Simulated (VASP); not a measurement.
# Al5VN6 (P-3m1) in VASP: relaxation of cell and atoms with PBE

Aim: the relaxation of cell and atoms of Al5VN6 with PBE.

All numbers are computed with VASP 6.6.1; they aren't measurements. Logs are shortened: lines on timing, memory, paths and dates and some standing lists are left out, and cuts for length are marked.

## (1) The cell of the first run

It takes space group P-3m1 (No. 164, trigonal). Conventional cell: a = 2.869 Å, b = 2.869 Å, c = 14.261 Å, α = 90.00°, β = 90.00°, γ = 120.00°. Al (site symmetry -3m) has 6 N at 2.03 Å within 2.7 Å. Al (site symmetry 3m) has 6 N at 2.03 Å within 2.7 Å. Al (site symmetry 3m) has 6 N at 2.01 to 2.03 Å within 2.7 Å. Within 3.0 Å of V (site symmetry -3m) lie 6 N at 2.10 Å and 6 V at 2.87 Å and 6 Al at 2.94 Å. Within 2.7 Å of N (site symmetry 3m) lie 6 Al at 2.03 Å. Within 2.7 Å of N (site symmetry 3m) lie 6 Al at 2.03 Å. Within 2.7 Å of N (site symmetry 3m) lie 3 Al at 2.01 Å and 3 V at 2.10 Å.

## (2) Relaxation of cell and atoms, PBE

INCAR

```
PREC = Accurate ; ENCUT = 600
EDIFF = 1E-7 ; ISMEAR = 0
SIGMA = 0.1 ; LREAL = False
LASPH = True ; NELM = 60
ALGO = Normal ; ISIF = 3
LWAVE = False ; LCHARG = False
GGA = PE ; IBRION = 2
NSW = 100 ; EDIFFG = -0.01
```

KPOINTS

```
Automatic mesh
0
Gamma
  18 18 4
```

POSCAR

```
Al5VN6
1.0
    2.8693290615      0.0000000000      0.0000000000
   -1.4346645308      2.4849118591      0.0000000000
    0.0000000000      0.0000000000     14.2613428331
Al V N
5 1 6
Direct
    0.0000000000      0.0000000000      0.0000000000
    0.3333333333      0.6666666667      0.8351128598
    0.6666666667      0.3333333333      0.6700373210
    0.3333333333      0.6666666667      0.3299626790
    0.6666666667      0.3333333333      0.1648871402
    0.0000000000      0.0000000000      0.5000000000
    0.6666666667      0.3333333333      0.9175760633
    0.0000000000      0.0000000000      0.7528036109
    0.3333333333      0.6666666667      0.5902803203
    0.6666666667      0.3333333333      0.4097196797
    0.0000000000      0.0000000000      0.2471963891
    0.3333333333      0.6666666667      0.0824239367
```

Potentials or basis: VASP PAW PBE potentials, release 64 (Al, V_sv, N).

Command:

```bash
$ cat potpaw_PBE.64/Al/POTCAR potpaw_PBE.64/V_sv/POTCAR potpaw_PBE.64/N/POTCAR > POTCAR
$ mpirun -np 1 vasp_std > vasp.out
```

OUTCAR:

```text
PREC = Accurate
   ENCUT = 600
   EDIFF = 1E-7
   ISMEAR = 0
   LREAL = False
   LASPH = True
   NELM = 60
   ISIF = 3
   GGA = PE
   IBRION = 2
   NSW = 100
   EDIFFG = -0.01

 ion  position               nearest neighbor table
   1  0.000  0.000  0.000-   7 2.03  12 2.03   7 2.03  12 2.03   7 2.03  12 2.03   2 2.88   5 2.88
                             2 2.88   5 2.88   5 2.88   2 2.88
   2  0.333  0.667  0.835-   8 2.03   8 2.03   8 2.03   7 2.03   7 2.03   7 2.03   1 2.88   1 2.88
                             1 2.88   3 2.88   3 2.88   3 2.88
   3  0.667  0.333  0.670-   9 2.01   9 2.01   9 2.01   8 2.03   8 2.03   8 2.03   2 2.88   2 2.88
                             2 2.88   6 2.94   6 2.94   6 2.94
   4  0.333  0.667  0.330-  10 2.01  10 2.01  10 2.01  11 2.03  11 2.03  11 2.03   5 2.88   5 2.88
                             5 2.88   6 2.94   6 2.94   6 2.94
   5  0.667  0.333  0.165-  11 2.03  11 2.03  11 2.03  12 2.03  12 2.03  12 2.03   1 2.88   1 2.88
                             1 2.88   4 2.88   4 2.88   4 2.88
   6  0.000  0.000  0.500-   9 2.10  10 2.10  10 2.10   9 2.10  10 2.10   9 2.10   3 2.94   4 2.94
                             4 2.94   3 2.94   3 2.94   4 2.94
   7  0.667  0.333  0.918-   1 2.03   1 2.03   1 2.03   2 2.03   2 2.03   2 2.03
   8  0.000  0.000  0.753-   2 2.03   2 2.03   2 2.03   3 2.03   3 2.03   3 2.03
   9  0.333  0.667  0.590-   3 2.01   3 2.01   3 2.01   6 2.10   6 2.10   6 2.10
  10  0.667  0.333  0.410-   4 2.01   4 2.01   4 2.01   6 2.10   6 2.10   6 2.10
  11  0.000  0.000  0.247-   5 2.03   5 2.03   5 2.03   4 2.03   4 2.03   4 2.03
  12  0.333  0.667  0.082-   1 2.03   1 2.03   1 2.03   5 2.03   5 2.03   5 2.03

  LATTYP: Found a hexagonal cell.
 ALAT       =     2.8693290615
 C/A-ratio  =     4.9702709335

  Lattice vectors:

 A1 = (   2.8693290615,   0.0000000000,   0.0000000000)
 A2 = (  -1.4346645308,   2.4849118591,   0.0000000000)
 A3 = (   0.0000000000,   0.0000000000,  14.2613428331)

Analysis of symmetry for initial positions (statically):
=====================================================================
 Subroutine PRICEL returns:
 Original cell was already a primitive cell.

 Routine SETGRP: Setting up the symmetry group for a
 hexagonal supercell.

 Subroutine GETGRP returns: Found 12 space group operations
 (whereof 12 operations were pure point group operations)
 out of a pool of 24 trial point group operations.

The static configuration has the point symmetry D_3d.

Analysis of symmetry for dynamics (positions and initial velocities):
=====================================================================
 Subroutine PRICEL returns:
 Original cell was already a primitive cell.

 Routine SETGRP: Setting up the symmetry group for a
 hexagonal supercell.

 Subroutine GETGRP returns: Found 12 space group operations
 (whereof 12 operations were pure point group operations)
 out of a pool of 24 trial point group operations.

The dynamic configuration has the point symmetry D_3d.

 Subroutine INISYM returns: Found 12 space group operations
 (whereof 12 operations are pure point group operations),
 and found     1 'primitive' translations

----------------------------------------------------------------------------------------

                                     Primitive cell

  volume of cell :     101.6838

  direct lattice vectors                    reciprocal lattice vectors
     2.869329062  0.000000000  0.000000000     0.348513530  0.201214380  0.000000000
    -1.434664531  2.484911859  0.000000000     0.000000000  0.402428761  0.000000000
     0.000000000  0.000000000 14.261342833     0.000000000  0.000000000  0.070119624

  length of vectors
     2.869329062  2.869329062 14.261342833     0.402428761  0.402428761  0.070119624

  position of ions in fractional coordinates (direct lattice)
     0.000000000  0.000000000  0.000000000
     0.333333333  0.666666667  0.835112860
     0.666666667  0.333333333  0.670037321
     0.333333333  0.666666667  0.329962679
     0.666666667  0.333333333  0.164887140
     0.000000000  0.000000000  0.500000000
     0.666666667  0.333333333  0.917576063
     0.000000000  0.000000000  0.752803611
     0.333333333  0.666666667  0.590280320
     0.666666667  0.333333333  0.409719680
     0.000000000  0.000000000  0.247196389
     0.333333333  0.666666667  0.082423937

  ion indices of the primitive-cell ions
   primitive index   ion index
                 1           1
                 2           2
                 3           3
                 4           4
                 5           5
                 6           6
                 7           7
                 8           8
                 9           9
                10          10
                11          11
                12          12

----------------------------------------------------------------------------------------

 KPOINTS: Automatic mesh

Automatic generation of k-mesh.
 Grid dimensions read from file:
 generate k-points for:   18   18    4

 Generating k-lattice:

  Cartesian coordinates                     Fractional coordinates (reciprocal lattice)
     0.019361863  0.011178577  0.000000000     0.055555556 -0.000000000  0.000000000
     0.000000000  0.022357153  0.000000000     0.000000000  0.055555556  0.000000000
     0.000000000  0.000000000  0.017529906     0.000000000  0.000000000  0.250000000

  Length of vectors
     0.022357153  0.022357153  0.017529906

  Shift w.r.t. Gamma in fractional coordinates (k-lattice)
     0.000000000  0.000000000  0.000000000

 Subroutine IBZKPT returns following result:
 ===========================================

 Found    138 irreducible k-points:

 Following reciprocal coordinates:
            Coordinates               Weight
  0.000000  0.000000  0.000000      1.000000
  0.055556  0.000000  0.000000      6.000000
  0.111111  0.000000  0.000000      6.000000
  0.166667  0.000000  0.000000      6.000000
  0.222222  0.000000  0.000000      6.000000
  0.277778  0.000000  0.000000      6.000000
[... 16 lines left out ...]
  0.333333  0.111111  0.000000     12.000000
  0.388889  0.111111  0.000000     12.000000
 [... further k-points ...]
   k-points           NKPTS =    138   k-points in BZ     NKDIM =    138   number of bands    NBANDS=     36
   number of dos      NEDOS =    301   number of ions     NIONS =     12
   total plane-waves  NPLWV =  69120
   dimension x,y,z NGX =    24 NGY =   24 NGZ =  120
   dimension x,y,z NGXF=    48 NGYF=   48 NGZF=  240
   ions per type =               5   1   6
   NGX,Y,Z   is equivalent  to a cutoff of  13.91, 13.91, 13.99 a.u.
   NGXF,Y,Z  is equivalent  to a cutoff of  27.81, 27.81, 27.98 a.u.
 SYSTEM =  unknown system
   PREC   = accura    normal or accurate (medium, high low for compatibility)
   ISTART =      0    job   : 0-new  1-cont  2-samecut
   ICHARG =      2    charge: 1-file 2-atom 10-const
   ISPIN  =      1    spin polarized calculation?
   LNONCOLLINEAR =      F non collinear calculations
   LSORBIT =      F    spin-orbit coupling
   LASPH  =      T    aspherical Exc in radial PAW
   ENCUT  =  600.0 eV  44.10 Ry    6.64 a.u.   5.73  5.73 28.48*2*pi/ulx,y,z
   NELM   =     60;   NELMIN=  2; NELMDL= -5     # of ELM steps
   EDIFF  = 0.1E-06   stopping-criterion for ELM
   LREAL  =      F    real-space projection
   EDIFFG = -.1E-01   stopping-criterion for IOM
   NSW    =    100    number of steps for IOM
   IBRION =      2    ionic relax: 0-MD 1-quasi-New 2-CG
   NFREE  =      1    steps in history (QN), initial steepest desc. (CG)
   ISIF   =      3    stress and relaxation
   ISYM   =      2    0-nonsym 1-usesym 2-fastsym
   POTIM  = 0.5000    time-step for ionic-motion
   TEBEG  =    0.0;   TEEND  =   0.0 temperature during run
   PSTRESS=    0.0 pullay stress
   NELECT =      58.0000    total number of electrons
   NUPDOWN=      -1.0000    fix difference up-down
   EMIN   =  10.00;   EMAX   =-10.00  energy-range for DOS
   EFERMI =   0.00;   METHOD = LEGACY
   ISMEAR =     0;   SIGMA  =   0.10  broadening in eV -4-tet -1-fermi 0-gaus
   EFERMI_NEDOS =   21; number of points for ismear=-14 and -15
   IALGO  =     38    algorithm
   IMIX   =      4    mixing-type and parameters
     AMIX     =   0.40;   BMIX     =  1.00
     AMIX_MAG =   1.60;   BMIX_MAG =  1.00
  volume/ion in A,a.u.               =       8.47        57.18
  Fermi-wavevector in a.u.,A,eV,Ry     =   1.357689  2.565660 25.079876  1.843319
  Thomas-Fermi vector in A             =   2.484586
   LORBIT       =      0    0 simple, 1 ext, 2 COOP (PROOUT), +10 PAW based schemes
   GGA     = PE    functional components
   LHFCALC =     F    Hartree Fock is set to
   AEXX    =    0.0000 exact exchange contribution
   IVDW    =     0    specifies the selected vdW correction
   LEPSILON=     F    determine dielectric tensor
   LRPA    =     F    only Hartree local field effects (RPA)
 conjugate gradient relaxation of ions
 non-spin polarized calculation
 Gauss-broadening in eV      SIGMA  =   0.10
  energy-cutoff  :      600.00
  volume of cell :      101.68
 maximum number of plane-waves:      3420
 NGX is ok and might be reduce to    24
   NGX = 11   NGY = 11   NGZ = 57

--------------------------------------- Ionic step        1  -------------------------------------------

 number of electron      57.9999995 magnetization

 Free energy of the ion-electron system (eV)
  ---------------------------------------------------
  ext. energy  EPLUGINS =         0.00000000
  ---------------------------------------------------
  free energy    TOTEN  =       -91.77457627 eV

  energy without entropy =      -91.76585173  energy(sigma->0) =      -91.77021400

------------------------ aborting loop because EDIFF is reached ----------------------------------------

  FORCE on cell =-STRESS in cart. coord.  units (eV):
  Direction    XX          YY          ZZ          XY          YZ          ZX
  --------------------------------------------------------------------------------------
  -------------------------------------------------------------------------------------
  Total       -0.1841354     -0.1841354     -0.0148163      0.0000000      0.0000000      0.0000000
  in kB       -2.9013232     -2.9013232     -0.2334525      0.0000000      0.0000000      0.0000000
  external PRESSURE =      -2.0120329 kB  Pullay stress =       0.0000000 kB
[... 215 lines left out ...]
  energy  without entropy=      -91.7661575888  energy(sigma->0) =      -91.77055797

--------------------------------------- Ionic step        6  -------------------------------------------

 number of electron      57.9999995 magnetization

 Free energy of the ion-electron system (eV)
  ---------------------------------------------------
  ext. energy  EPLUGINS =         0.00000000
  ---------------------------------------------------
  free energy    TOTEN  =       -91.77499763 eV

  energy without entropy =      -91.76618660  energy(sigma->0) =      -91.77059212

 E-fermi :  11.4023     XC(G=0): -12.4486

 val. band max:       11.3955139394   @ k =   0.0556   0.0000   0.0000
 cond. band min:      11.4030724344   @ k =   0.1667   0.1667   0.0000
 fundamental gap:      0.0075584950
 Fermi energy:        11.4023000890

 k-point     1 :       0.0000    0.0000    0.0000
  band No.  band energies     occupation
      1     -53.7590      2.00000
      2     -27.5959      2.00000
      3     -27.4421      2.00000
      4     -27.4421      2.00000
      5      -7.5551      2.00000
      6      -7.0990      2.00000
[... 925 lines left out ...]
     35      16.4548      0.00000
     36      16.6403      0.00000

 [... further k-points ...]

------------------------ aborting loop because EDIFF is reached ----------------------------------------

  FORCE on cell =-STRESS in cart. coord.  units (eV):
  Direction    XX          YY          ZZ          XY          YZ          ZX
  --------------------------------------------------------------------------------------
  -------------------------------------------------------------------------------------
  Total        0.0038350      0.0038350     -0.0047054     -0.0000000     -0.0000000      0.0000000
  in kB        0.0604758      0.0604758     -0.0742016     -0.0000000     -0.0000000      0.0000000
  external PRESSURE =       0.0155833 kB  Pullay stress =       0.0000000 kB
[... 27 lines left out ...]
  FREE ENERGIE OF THE ION-ELECTRON SYSTEM (eV)
  ---------------------------------------------------
  free  energy   TOTEN  =       -91.7749976291 eV

  energy  without entropy=      -91.7661866027  energy(sigma->0) =      -91.77059212

 reached required accuracy - stopping structural energy minimisation
```

Run time: 23 min. Hardware: 1 thread of AMD EPYC 9R45 (Zen 5), shared host; peak memory 0.61 GiB.

What came out:

| Property | Result |
| --- | --- |
| Free energy | -91.7750 eV |
| Relaxed volume | 8.47 Å³/atom |
| Relaxed cell | a = 2.868 Å, b = 2.868 Å, c = 14.264 Å, α = 90.00°, β = 90.00°, γ = 120.00° |
| Space group after relaxing (to 0.1 Å) | P-3m1 (No. 164) |
| Energy gained by relaxing | 0.0 meV/atom |
| Ionic steps | 6 |
| Pressure after relaxing | 0.0 GPa |
| Largest force after relaxing | 0.009 eV/Å |
| Band gap on the k mesh | zero (bands 29 and 30 overlap by 0.68 eV) |

Forces in eV/Å, atoms in the order of the input:
```
Al   0.000  0.000  0.000
Al   0.000  0.000  0.009
Al   0.000  0.000  0.001
Al   0.000  0.000 -0.001
Al   0.000  0.000 -0.009
V    0.000  0.000  0.000
N    0.000  0.000  0.006
N    0.000  0.000  0.006
N    0.000  0.000 -0.004
N    0.000  0.000  0.004
N    0.000  0.000 -0.006
N    0.000  0.000 -0.006
```

The path:
| step | energy change (eV) | largest force (eV/Å) | pressure (GPa) | volume (Å³) |
| --- | --- | --- | --- | --- |
| 1 | 0.0000 | 0.0765 | -0.20 | 101.68 |
| 2 | -0.0002 | 0.0566 | 0.19 | 101.53 |
| 3 | -0.0003 | 0.0363 | 0.07 | 101.58 |
| 4 | -0.0004 | 0.0188 | 0.01 | 101.60 |
| 5 | -0.0004 | 0.0217 | -0.01 | 101.60 |
| 6 | -0.0004 | 0.0093 | 0.00 | 101.60 |

Final structure:
```cif
data_structure
_symmetry_space_group_name_H-M 'P 1'
_symmetry_Int_Tables_number 1
_cell_length_a 2.8678
_cell_length_b 2.8678
_cell_length_c 14.2644
_cell_angle_alpha 90.000
_cell_angle_beta 90.000
_cell_angle_gamma 120.000
_cell_volume 101.60
loop_
_atom_site_label
_atom_site_type_symbol
_atom_site_fract_x
_atom_site_fract_y
_atom_site_fract_z
_atom_site_occupancy
Al1 Al 0.00000 0.00000 0.00000 1
Al2 Al 0.33333 0.66667 0.83516 1
Al3 Al 0.66667 0.33333 0.67018 1
Al4 Al 0.33333 0.66667 0.32982 1
Al5 Al 0.66667 0.33333 0.16484 1
V1 V 0.00000 0.00000 0.50000 1
N1 N 0.66667 0.33333 0.91759 1
N2 N 0.00000 0.00000 0.75291 1
N3 N 0.33333 0.66667 0.59059 1
N4 N 0.66667 0.33333 0.40941 1
N5 N 0.00000 0.00000 0.24709 1
N6 N 0.33333 0.66667 0.08241 1
```

Caveat: the run has no spin polarisation, though such a crystal can be magnetic. With open d or f shells a metallic result of PBE can be an artefact of self-interaction; +U or a hybrid may open a gap.
